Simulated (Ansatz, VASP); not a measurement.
## Sb in VASP and in Ansatz

INCAR

```
PREC = Accurate
ENCUT = 520
EDIFF = 1E-7
ISMEAR = 0
SIGMA = 0.1
LREAL = F
LASPH = T
NELM = 80
ALGO = Normal
ISIF = 2
LWAVE = F
LCHARG = F
GGA = PE
NBANDS = 8
```

File KPOINTS:

```
Automatic mesh
0
Gamma
  14 14 14
```

File POSCAR:

```
Sb
1.0
    3.0469646387      0.0000000000      0.0000000000
    0.0000000000      3.0469646387      0.0000000000
    0.0000000000      0.0000000000      3.0469646387
Sb
1
Direct
    0.0000000000      0.0000000000      0.0000000000
```

Input for Ansatz:

```yaml
crystal:
  lattice:
    - [3.0469646387, 0.0, 0.0]
    - [0.0, 3.0469646387, 0.0]
    - [0.0, 0.0, 3.0469646387]
  atoms:
    - { symbol: Sb, position: [0.0, 0.0, 0.0] }
basis:
  ecutwfc: 420
kpoints:
  mp_grid: { grid: [14, 14, 14] }
hamiltonian:
  xc: pbe
scf:
  occupations: { method: gaussian, width: 0.1 }
output:
  forces: true
  stress: true
  eigenvalues: true
```

Alike in both runs: task single point; functional PBE; k mesh 14 × 14 × 14; occupations gaussian, width 0.1 eV; no spin polarisation.

|  | VASP | Ansatz |
| --- | --- | --- |
| version | VASP 6.6.1 | Ansatz 0.2.0 |
| potentials or method | VASP PAW PBE potentials, release 64 (Sb), cutoff 520 eV | scalar-relativistic, plane waves, PAW |
| valence electrons in the cell | 5 | 15 |

```tsv
	VASP	Ansatz	Ansatz less VASP
gap on the k mesh at the Fermi level (eV)	none	none	-
pressure (GPa)	3.8	3.8	-0.01
```

A gap of «none» marks a metal or a gap that the smearing closes. VASP's potentials hold 5 valence electrons a cell and Ansatz's 15, so a difference there can come from the potentials and not from the codes.

Neither program's run includes spin-orbit coupling.
